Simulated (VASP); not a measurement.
Input of a VASP 6.6.1 run:

INCAR

```
  PREC = Accurate
  ENCUT = 520
  EDIFF = 1E-7
  ISMEAR = -1
  SIGMA = 0.03
  LREAL = F
  LASPH = T
  NELM = 60
  ALGO = Normal
  ISIF = 2
  LWAVE = F
  LCHARG = F
  GGA = PS
  NBANDS = 16
```

Contents of KPOINTS:

```
regular mesh
0
Gamma
  14 14 11
```

The input POSCAR:

```
TiB2
1.0
    3.0291982016      0.0000000000      0.0000000000
   -1.5145991008      2.6233625957      0.0000000000
    0.0000000000      0.0000000000      3.2284000000
Ti B
1 2
Direct
    0.0000000000      0.0000000000      0.0000000000
    0.3333333333      0.6666666667      0.5000000000
    0.6666666667      0.3333333333      0.5000000000
```

Potentials or basis: VASP PAW PBE potentials, release 64 (Ti_sv, B).

Run with:

```sh
$ cat potpaw_PBE.64/Ti_sv/POTCAR potpaw_PBE.64/B/POTCAR > POTCAR
$ mpirun -np 1 vasp_std > vasp.out
```

Q: What does it give for the band gap on the k mesh?

A: Zero (band 9 reaches 10.38 eV, above the bottom of band 10 at 9.75 eV).

Q: What does it give for the pressure?

A: -4.8 GPa.

Stress tensor (GPa, compression positive):
```
-3.81  0.00  0.00
 0.00 -3.81  0.00
 0.00  0.00 -6.78
```

Caveat: the PAW data sets were made with another functional, which shifts forces and pressure a little.
